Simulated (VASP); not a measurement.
A run of VASP 6.6.1 is set up as follows.

Contents of INCAR:

```
SYSTEM = VN2
PREC = Accurate
ENCUT = 520
EDIFF = 1E-6
ISMEAR = -1
SIGMA = 0.02
LREAL = .FALSE.
LASPH = .TRUE.
NELM = 150
ALGO = Normal
ISIF = 2
LWAVE = .FALSE.
LCHARG = .FALSE.
ISPIN = 2
MAGMOM = 2 2 0 0 0 0
LORBIT = 11
LMAXMIX = 4
LDAU = .TRUE.
LDAUTYPE = 2
LDAUL = 2 -1
LDAUU = 3.25 0
LDAUJ = 0 0
LDAUPRINT = 1
GGA = PS
NBANDS = 36
```

KPOINTS

```
Automatic mesh
0
G
  6 6 6
  0 0 0
```

File POSCAR:

```
VN2
1.0
   -2.1507500000      2.1507500000      2.4913500000
    2.1507500000     -2.1507500000      2.4913500000
    2.1507500000      2.1507500000     -2.4913500000
V N
2 4
Direct
    0.2500000000      0.2500000000      0.0000000000
    0.7500000000      0.7500000000      0.0000000000
    0.1151000000      0.6151000000      0.7302000000
    0.6151000000      0.8849000000      0.5000000000
    0.8849000000      0.3849000000      0.2698000000
    0.3849000000      0.1151000000      0.5000000000
```

Potentials or basis: VASP PAW PBE potentials, release 64 (V_sv, N).

The run is started by

```sh
$ cat potpaw_PBE.64/V_sv/POTCAR potpaw_PBE.64/N/POTCAR > POTCAR
$ mpirun -np 1 vasp_std > vasp.out
```

Q: Predict the largest force.

A: 0.485 eV/Å.

Q: Predict the pressure.

A: -4.0 GPa.

Q: What does it give for the net moment?

A: 0.12 μB per cell.

Stress tensor (GPa, compression positive):
```
-1.64  0.00  0.00
 0.00 -1.64  0.00
 0.00  0.00 -8.62
```

Caveat: the PAW data sets were made with another functional, which shifts forces and pressure a little. The state reached can hang on the start; a lower one may exist.
